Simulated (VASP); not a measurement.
Runs of VASP 6.6.1 on Be. The structure is that of space group Fd-3m (No. 227), or close to it. The cells are those of the table. This isn't the form of Be at room conditions, which is hcp.

```csv
task,cell,cutoff (eV),gap on the mesh (eV),pressure (GPa)
relaxation of cell and atoms,"relaxed to 420 GPa from a = 2.279 Å, angles 60.0°, 2 atoms",600,none,420.0
single point,"a = 2.280 Å, angles 60.0°, 2 atoms",520,none,423.9
relaxation of cell and atoms,"relaxed to 420 GPa from a = 2.151 Å, angles 60.0°, 2 atoms",600,none,420.0
single point,"a = 2.279 Å, angles 60.0°, 2 atoms",520,none,(a)
```

Alike in all rows: level PBE; potentials or basis VASP PAW PBE potentials, release 64 (Be); no spin polarisation; k mesh 20 × 20 × 20; smearing fermi-dirac 0.08 eV.

**Question.** Estimate the missing entries.

**Answer.** (a) 425.8.

Caveats: the cell is relaxed towards a set pressure, so the run minimises the enthalpy, not the energy (at least some runs); the cell stands under pressure (at least some runs).

A gap of «none» marks levels without a gap at the run's occupations.
